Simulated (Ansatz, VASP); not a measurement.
# Two plane-wave programs on In5O

```xyz
6
Lattice="3.3275 1.9212 3.7777 -3.3275 1.9212 3.7777 0.0000 -3.8423 3.7777" Properties=species:S:1:pos:R:3 pbc="T T T"
In    1.6638   -0.9606    3.7777
In    0.0000    1.9212    3.7777
In   -1.6638   -0.9606    3.7777
In    0.0000    0.0000    9.9097
In    0.0000    0.0000    1.4235
O     0.0000    0.0000    5.6666
```

Alike in both runs: task single point; functional PBE; k mesh 3 × 3 × 3; occupations gaussian, width 0.1 eV; collinear spin.

```csv
,VASP,Ansatz
version,VASP 6.6.1,Ansatz 0.2.0
potentials or method,"VASP PAW PBE potentials, release 64 (In_d, O), cutoff 520 eV","scalar-relativistic, plane waves, PAW"
valence electrons in the cell,71,71
```

```csv
,VASP,Ansatz,Ansatz less VASP
gap on the k mesh at the Fermi level (eV),none,none,-
pressure (GPa),0.0,0.0,+0.03
"traceless stress, the component that is largest in VASP (GPa)",0.36,0.34,-0.016
rms of the force components (eV/Å),0.011,0.011,-0.0001
net moment per atom (μB),0.00,0.00,0.000
```

Atom by atom the forces differ by 0.000 eV/Å (rms over components). A gap of «none» marks a metal or a gap that the smearing closes. Ansatz's warnings: seeded moment not kept.

The k mesh is coarse, so the values compare programs but aren't converged.
